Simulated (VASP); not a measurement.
# Ga24PN23 (a cell with a defect) in VASP: single point with PBE

Aim: the single point of Ga24PN23 (a cell with a defect) with PBE.

Everything below comes from runs of VASP 6.6.1. Logs are shortened: lines on timing, memory, paths and dates and some standing lists are left out, and cuts for length are marked.

**1. The cell of the first run**

The cell holds a defect, 48 atoms: a = 6.360 Å, b = 9.540 Å, c = 10.332 Å, α = 90.00°, β = 90.00°, γ = 120.00°.

**2. Single point, PBE**

INCAR

```
SYSTEM = Ga24PN23
ALGO = Normal
EDIFF = 1E-6
ENCUT = 520
GGA = PE
ISIF = 2
ISMEAR = -1
LASPH = .TRUE.
LCHARG = .FALSE.
LREAL = Auto
LUSENCCL = .FALSE.
LWAVE = .FALSE.
NBANDS = 246
NELM = 80
PREC = Accurate
SIGMA = 0.01
```

KPOINTS

```
k-points
0
G
  4 3 3
  0 0 0
```

POSCAR

```
Ga24PN23
1.0
    6.3600000000      0.0000000000      0.0000000000
   -4.7700000000      8.2618823520      0.0000000000
    0.0000000000      0.0000000000     10.3320000000
Ga P N
24 1 23
Direct
    0.1668482671      0.2222311068     -0.0258864781
    0.1667258791      0.2226308924      0.4988125099
    0.1672356691      0.5545184930      0.0021460096
    0.1633060662      0.5566117451      0.5045850156
    0.1683482708      0.8902628942      0.0014607501
    0.1653154405      0.8863883403      0.5049480065
    0.6649603197      0.2199255698      0.0013557477
    0.6689855542      0.2250997633      0.5051735925
    0.6655527738      0.5556965594      0.0028599973
    0.6727624530      0.5581355898      0.5039722086
    0.6664452000      0.8894777781      0.0020543189
    0.6628691966      0.8847734802      0.5043915639
    0.3469088619      0.0993476944      0.2612884971
    0.3350858010      0.1097567230      0.7461746302
    0.3559035666      0.4724714903      0.2615812813
    0.3361596293      0.4477997946      0.7457979299
    0.3260603104      0.7734067914      0.2525094276
    0.3323468101      0.7769772723      0.7544937820
    0.7999246519      0.0966894641      0.2610259495
    0.8289833461      0.1089827379      0.7462374952
    0.8307989820      0.4422135399      0.2513007956
    0.8333161620      0.4448082963      0.7552776239
    0.8410727409      0.7835014011      0.2520051547
    0.8337330623      0.7778733972      0.7545457166
    0.1685211478      0.2254787052      0.1867851465
    0.1665673638      0.2223679079      0.6887097676
    0.1628497507      0.5573443006      0.1902031325
    0.1636233072      0.5563581398      0.6913299801
    0.1698836287      0.8862870502      0.1897906958
    0.1650047354      0.8863496247      0.6914281466
    0.6657479048      0.2205276789      0.1900553524
    0.6692410922      0.2253340077      0.6906670197
    0.6784053475      0.5636378430      0.1912009732
    0.6716262066      0.5572571245      0.6910375196
    0.6557223692      0.8813064612      0.1909050277
    0.6636201115      0.8852300356      0.6911082277
    0.3360030756      0.1087482175      0.4475636566
    0.3369793319      0.1083370857      0.9323947517
    0.3379695870      0.4502630513      0.4478808852
    0.3383212585      0.4503118697      0.9325107907
    0.3316453959      0.7769109441      0.4408086709
    0.3324586814      0.7770029116      0.9417007836
    0.8262375819      0.1077896135      0.4474335977
    0.8252954134      0.1077861867      0.9327024665
    0.8329447469      0.4443541797      0.4396957998
    0.8322488290      0.4436199590      0.9432691650
    0.8352133625      0.7792202093      0.4404193024
    0.8342207559      0.7785960776      0.9422876146
```

Potentials or basis: VASP PAW PBE potentials, release 64 (Ga_d, P, N).

On the command line:

```
$ cat potpaw_PBE.64/Ga_d/POTCAR potpaw_PBE.64/P/POTCAR potpaw_PBE.64/N/POTCAR > POTCAR
$ mpirun -np 1 vasp_std > vasp.out
```

OUTCAR:

```text
SYSTEM = Ga24PN23
   EDIFF = 1E-6
   ENCUT = 520
   GGA = PE
   ISIF = 2
   ISMEAR = -1
   LASPH = .TRUE.
   LREAL = Auto
   NELM = 80
   PREC = Accurate

 ion  position               nearest neighbor table
   1  0.167  0.222  0.974-  38 1.93  44 1.93  40 1.93  25 2.20
   2  0.167  0.223  0.499-  37 1.95  43 1.95  39 1.95  26 1.96
   3  0.167  0.555  0.002-  42 1.94  40 1.94  46 1.94  27 1.94
   4  0.163  0.557  0.505-  28 1.93  39 1.93  41 1.94  45 1.94
   5  0.168  0.890  0.001-  38 1.94  48 1.94  42 1.94  29 1.95
   6  0.165  0.886  0.505-  30 1.93  37 1.93  47 1.94  41 1.94
   7  0.665  0.220  0.001-  38 1.94  46 1.94  44 1.94  31 1.95
   8  0.669  0.225  0.505-  32 1.92  37 1.93  43 1.93  45 1.93
   9  0.666  0.556  0.003-  40 1.94  46 1.94  48 1.95  33 1.95
  10  0.673  0.558  0.504-  34 1.93  39 1.93  45 1.94  47 1.94
  11  0.666  0.889  0.002-  44 1.94  48 1.94  42 1.94  35 1.95
  12  0.663  0.885  0.504-  36 1.93  43 1.93  47 1.94  41 1.94
  13  0.347  0.099  0.261-  31 1.91  29 1.91  37 1.93  25 2.17  19 2.89
  14  0.335  0.110  0.746-  38 1.92  32 1.93  30 1.93  26 1.95
  15  0.356  0.472  0.262-  27 1.92  33 1.93  39 1.93  25 2.18
  16  0.336  0.448  0.746-  40 1.93  28 1.93  34 1.93  26 1.95
  17  0.326  0.773  0.253-  27 1.90  29 1.91  35 1.92  41 1.95
  18  0.332  0.777  0.754-  42 1.93  28 1.94  30 1.94  36 1.94
  19  0.800  0.097  0.261-  31 1.92  35 1.92  43 1.93  25 2.17  13 2.89
  20  0.829  0.109  0.746-  44 1.93  32 1.93  36 1.93  26 1.95
  21  0.831  0.442  0.251-  27 1.94  31 1.94  45 1.95  33 1.95
  22  0.833  0.445  0.755-  32 1.93  28 1.94  34 1.94  46 1.94
  23  0.841  0.784  0.252-  33 1.92  29 1.92  35 1.94  47 1.95
  24  0.834  0.778  0.755-  34 1.94  30 1.94  36 1.94  48 1.94
  25  0.169  0.225  0.187-  13 2.17  19 2.17  15 2.18   1 2.20
[... 21 lines left out ...]
  47  0.835  0.779  0.440-   6 1.94  12 1.94  10 1.94  23 1.95
  48  0.834  0.779  0.942-   5 1.94  24 1.94  11 1.94   9 1.95

  LATTYP: Found a simple monoclinic cell.
 ALAT       =     6.3600000000
 B/A-ratio  =     1.6245283019
 C/A-ratio  =     1.3228756555
 COS(beta)  =    -0.1889822365

  Lattice vectors:

 A1 = (   6.3600000000,   0.0000000000,   0.0000000000)
 A2 = (   0.0000000000,   0.0000000000,  10.3320000000)
 A3 = (  -1.5900000000,  -8.2618823520,   0.0000000000)

Analysis of symmetry for initial positions (statically):
=====================================================================
 Subroutine PRICEL returns:
 Original cell was already a primitive cell.

 Routine SETGRP: Setting up the symmetry group for a
 simple monoclinic supercell.

 Subroutine GETGRP returns: Found  1 space group operations
 (whereof  1 operations were pure point group operations)
 out of a pool of  4 trial point group operations.

The static configuration has the point symmetry C_1 .

Analysis of symmetry for dynamics (positions and initial velocities):
=====================================================================
 Subroutine PRICEL returns:
 Original cell was already a primitive cell.

 Routine SETGRP: Setting up the symmetry group for a
 simple monoclinic supercell.

 Subroutine GETGRP returns: Found  1 space group operations
 (whereof  1 operations were pure point group operations)
 out of a pool of  4 trial point group operations.

The dynamic configuration has the point symmetry C_1 .

 Subroutine INISYM returns: Found  1 space group operations
 (whereof  1 operations are pure point group operations),
 and found     1 'primitive' translations

----------------------------------------------------------------------------------------

                                     Primitive cell

  volume of cell :     542.9008

  direct lattice vectors                    reciprocal lattice vectors
     6.360000000  0.000000000  0.000000000     0.157232704  0.090778344 -0.000000000
    -4.770000000  8.261882352  0.000000000     0.000000000  0.121037792  0.000000000
     0.000000000  0.000000000 10.332000000     0.000000000 -0.000000000  0.096786682

  length of vectors
     6.360000000  9.540000000 10.332000000     0.181556688  0.121037792  0.096786682

  position of ions in fractional coordinates (direct lattice)
     0.166848267  0.222231107  0.974113522
     0.166725879  0.222630892  0.498812510
     0.167235669  0.554518493  0.002146010
     0.163306066  0.556611745  0.504585016
     0.168348271  0.890262894  0.001460750
     0.165315441  0.886388340  0.504948007
[... 40 lines left out ...]
     0.835213362  0.779220209  0.440419302
     0.834220756  0.778596078  0.942287615

  ion indices of the primitive-cell ions
   primitive index   ion index
                 1           1
                 2           2
                 3           3
                 4           4
                 5           5
                 6           6
[... 40 lines left out ...]
                47          47
                48          48

----------------------------------------------------------------------------------------

 KPOINTS: k-points

Automatic generation of k-mesh.
 Grid dimensions read from file:
 generate k-points for:    4    3    3

 Generating k-lattice:

  Cartesian coordinates                     Fractional coordinates (reciprocal lattice)
     0.039308176  0.022694586 -0.000000000     0.250000000  0.000000000  0.000000000
     0.000000000  0.040345931  0.000000000     0.000000000  0.333333333  0.000000000
     0.000000000 -0.000000000  0.032262227     0.000000000  0.000000000  0.333333333

  Length of vectors
     0.045389172  0.040345931  0.032262227

  Shift w.r.t. Gamma in fractional coordinates (k-lattice)
     0.000000000  0.000000000  0.000000000

 Subroutine IBZKPT returns following result:
 ===========================================

 Found     19 irreducible k-points:

 Following reciprocal coordinates:
            Coordinates               Weight
  0.000000  0.000000  0.000000      1.000000
  0.250000  0.000000  0.000000      2.000000
  0.500000  0.000000  0.000000      1.000000
  0.000000  0.333333  0.000000      2.000000
  0.250000  0.333333  0.000000      2.000000
  0.500000  0.333333  0.000000      2.000000
[... 11 lines left out ...]
 -0.250000  0.333333  0.333333      2.000000
  0.250000 -0.333333  0.333333      2.000000
   k-points           NKPTS =     19   k-points in BZ     NKDIM =     19   number of bands    NBANDS=    246
   number of dos      NEDOS =    301   number of ions     NIONS =     48
   total plane-waves  NPLWV = 276480
   dimension x,y,z NGX =    48 NGY =   72 NGZ =   80
   dimension x,y,z NGXF=    96 NGYF=  144 NGZF=  160
   ions per type =              24   1  23
   NGX,Y,Z   is equivalent  to a cutoff of  12.55, 12.55, 12.87 a.u.
   NGXF,Y,Z  is equivalent  to a cutoff of  25.09, 25.09, 25.74 a.u.
 SYSTEM =  Ga24PN23
   PREC   = accura    normal or accurate (medium, high low for compatibility)
   ISTART =      0    job   : 0-new  1-cont  2-samecut
   ICHARG =      2    charge: 1-file 2-atom 10-const
   ISPIN  =      1    spin polarized calculation?
   LNONCOLLINEAR =      F non collinear calculations
   LSORBIT =      F    spin-orbit coupling
   LASPH  =      T    aspherical Exc in radial PAW
   ENCUT  =  520.0 eV  38.22 Ry    6.18 a.u.  11.83 17.74 19.21*2*pi/ulx,y,z
   NELM   =     80;   NELMIN=  2; NELMDL= -5     # of ELM steps
   EDIFF  = 0.1E-05   stopping-criterion for ELM
   LREAL  =      T    real-space projection
   EDIFFG = 0.1E-04   stopping-criterion for IOM
   NSW    =      0    number of steps for IOM
   IBRION =     -1    ionic relax: 0-MD 1-quasi-New 2-CG
   NFREE  =      0    steps in history (QN), initial steepest desc. (CG)
   ISIF   =      2    stress and relaxation
   ISYM   =      2    0-nonsym 1-usesym 2-fastsym
   POTIM  = 0.5000    time-step for ionic-motion
   TEBEG  =    0.0;   TEEND  =   0.0 temperature during run
   PSTRESS=    0.0 pullay stress
   NELECT =     432.0000    total number of electrons
   NUPDOWN=      -1.0000    fix difference up-down
   EMIN   =  10.00;   EMAX   =-10.00  energy-range for DOS
   EFERMI =   0.00;   METHOD = LEGACY
   ISMEAR =    -1;   SIGMA  =   0.01  broadening in eV -4-tet -1-fermi 0-gaus
   EFERMI_NEDOS =   21; number of points for ismear=-14 and -15
   IALGO  =     38    algorithm
   IMIX   =      4    mixing-type and parameters
     AMIX     =   0.40;   BMIX     =  1.00
     AMIX_MAG =   1.60;   BMIX_MAG =  1.00
  volume/ion in A,a.u.               =      11.31        76.33
  Fermi-wavevector in a.u.,A,eV,Ry     =   1.517036  2.866782 31.312427  2.301398
  Thomas-Fermi vector in A             =   2.626345
   LORBIT       =      0    0 simple, 1 ext, 2 COOP (PROOUT), +10 PAW based schemes
   GGA     = PE    functional components
   LHFCALC =     F    Hartree Fock is set to
   AEXX    =    0.0000 exact exchange contribution
   IVDW    =     0    specifies the selected vdW correction
   LEPSILON=     F    determine dielectric tensor
   LRPA    =     F    only Hartree local field effects (RPA)
 non-spin polarized calculation
  energy-cutoff  :      520.00
  volume of cell :      542.90
 maximum number of plane-waves:     14655
   NGX = 23   NGY = 35   NGZ = 39

 number of electron     432.0000015 magnetization

 Free energy of the ion-electron system (eV)
  ---------------------------------------------------
  ext. energy  EPLUGINS =         0.00000000
  ---------------------------------------------------
  free energy    TOTEN  =      -285.60126535 eV

  energy without entropy =     -285.60126535  energy(sigma->0) =     -285.60126535

 E-fermi :   6.5230     XC(G=0): -11.7759

 val. band max:        6.2428524148   @ k =   0.0000   0.0000   0.0000
 cond. band min:       7.7043837464   @ k =   0.0000   0.0000   0.0000
 fundamental gap:      1.4615313316
 Fermi energy:         6.5229645183

 k-point     1 :       0.0000    0.0000    0.0000
  band No.  band energies     occupation
      1     -10.5250      2.00000
      2      -9.9605      2.00000
      3      -9.9312      2.00000
      4      -9.7991      2.00000
      5      -9.7566      2.00000
      6      -9.6007      2.00000
[... 4378 lines left out ...]
    227      10.8513      0.00000
    228      10.9413      0.00000
 [bands above 228 left out]

------------------------ aborting loop because EDIFF is reached ----------------------------------------

  FORCE on cell =-STRESS in cart. coord.  units (eV):
  Direction    XX          YY          ZZ          XY          YZ          ZX
  --------------------------------------------------------------------------------------
  -------------------------------------------------------------------------------------
  Total       40.9423824     40.7092876     44.6999889     -0.0757504      0.1340312     -0.0248512
  in kB      120.8267720    120.1388762    131.9160012     -0.2235503      0.3955452     -0.0733393
  external PRESSURE =     124.2938832 kB  Pullay stress =       0.0000000 kB

 VOLUME and BASIS-vectors are now :
 -----------------------------------------------------------------------------
  energy-cutoff  :      520.00
  volume of cell :      542.90
      direct lattice vectors                 reciprocal lattice vectors
     6.360000000  0.000000000  0.000000000     0.157232704  0.090778344 -0.000000000
    -4.770000000  8.261882352  0.000000000     0.000000000  0.121037792  0.000000000
     0.000000000  0.000000000 10.332000000     0.000000000 -0.000000000  0.096786682

 POSITION                                       TOTAL-FORCE (eV/Angst)
 -----------------------------------------------------------------------------------
      0.00111      1.83605     10.06454         0.000766     -0.000401      0.041427
     -0.00157      1.83935      5.15373        -0.000374     -0.000038     -0.007761
     -1.58143      4.58137      0.02217        -0.000289      0.002289      0.003504
     -1.61641      4.59866      5.21337         0.002490      0.001160     -0.000284
     -3.17586      7.35525      0.01509        -0.000289     -0.002888      0.003903
     -3.17667      7.32324      5.21712        -0.002237     -0.001765     -0.001097
[... 40 lines left out ...]
      1.59508      6.43783      4.55041         0.000046     -0.000333     -0.000312
      1.59174      6.43267      9.73572         0.000690      0.001327     -0.001246
 -----------------------------------------------------------------------------------
    total drift:                               -0.005182      0.011132     -0.012008

  FREE ENERGIE OF THE ION-ELECTRON SYSTEM (eV)
  ---------------------------------------------------
  free  energy   TOTEN  =      -285.6012653512 eV

  energy  without entropy=     -285.6012653512  energy(sigma->0) =     -285.60126535
```

It took 5.6 min on 1 × NVIDIA H100 80GB with 1 thread of AMD EPYC 7R13 (Zen 3), shared host; peak memory 2.6 GiB.

Results:

- Free energy: -285.6013 eV
- Pressure: 12.4 GPa
- Largest force: 0.041 eV/Å
- Band gap on the k mesh: 1.46 eV

Forces in eV/Å, atoms in the order of the input:
```
Ga   0.001  0.000  0.041
Ga   0.000  0.000 -0.008
Ga   0.000  0.002  0.004
Ga   0.002  0.001  0.000
Ga   0.000 -0.003  0.004
Ga  -0.002 -0.002 -0.001
Ga   0.000  0.002  0.004
Ga   0.001 -0.002  0.001
Ga  -0.001  0.000  0.005
Ga  -0.001 -0.001  0.002
Ga   0.001 -0.002  0.001
Ga   0.003  0.001  0.001
Ga  -0.031  0.016 -0.018
Ga   0.004 -0.003  0.005
Ga  -0.002 -0.035 -0.016
Ga   0.000  0.006  0.002
Ga  -0.004 -0.002 -0.004
Ga   0.000  0.000  0.000
Ga   0.031  0.019 -0.015
Ga  -0.003 -0.003  0.004
Ga   0.002  0.003 -0.002
Ga  -0.001 -0.001 -0.005
Ga   0.002 -0.001  0.000
Ga   0.001  0.000 -0.004
P   -0.001  0.000  0.007
N    0.000  0.000  0.002
N    0.002  0.006  0.003
N    0.001 -0.001 -0.001
N    0.005  0.002  0.006
N   -0.001  0.001 -0.003
N   -0.001 -0.005  0.004
N    0.000  0.000 -0.003
N   -0.003  0.002  0.001
N    0.000 -0.002  0.000
N   -0.004  0.002  0.004
N    0.001  0.000 -0.002
N    0.005 -0.001 -0.003
N   -0.002  0.001 -0.002
N   -0.001  0.003 -0.002
N    0.000 -0.003 -0.002
N    0.000  0.000 -0.002
N    0.000  0.000 -0.003
N   -0.004 -0.001 -0.003
N    0.003  0.001 -0.001
N    0.000 -0.003  0.002
N    0.000 -0.001 -0.002
N    0.000  0.000  0.000
N    0.001  0.001 -0.001
```

Levels at points of the mesh, in eV from the valence-band top:
| k point | band 213 | band 214 | band 215 | band 216 | band 217 | band 218 | band 219 | band 220 |
| --- | --- | --- | --- | --- | --- | --- | --- | --- |
| (0.00, 0.00, 0.00) | -0.83 | -0.50 | -0.35 | 0.00 | 1.46 | 3.47 | 3.59 | 3.65 |
| (0.50, 0.00, 0.00) | -1.18 | -1.14 | -0.86 | -0.58 | 3.62 | 3.81 | 4.10 | 4.30 |
